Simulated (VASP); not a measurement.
Rh:

```xyz
1
Lattice="0.0000 1.9161 1.9161 1.9161 0.0000 1.9161 1.9161 1.9161 0.0000" Properties=species:S:1:pos:R:3 pbc="T T T"
Rh    0.0000    0.0000    0.0000
```

Base run:

| Quantity | Value |
| --- | --- |
| Program | VASP 6.6.1 |
| Functional | PBE |
| Potentials or basis | VASP PAW PBE potentials, release 64 (Rh_pv) |
| Cutoff | 520 eV |
| k mesh | 14 × 14 × 14 |
| Occupations | methfessel-paxton, width 0.3 eV |
| Spin | no spin polarisation |

Its results: pressure -0.5 GPa.

Problem. The run is repeated on the same cell with these changes: occupations from methfessel-paxton, width 0.3 eV to fermi-dirac, width 0.2 eV. What comes out?

Solution. Pressure 1.5 GPa.
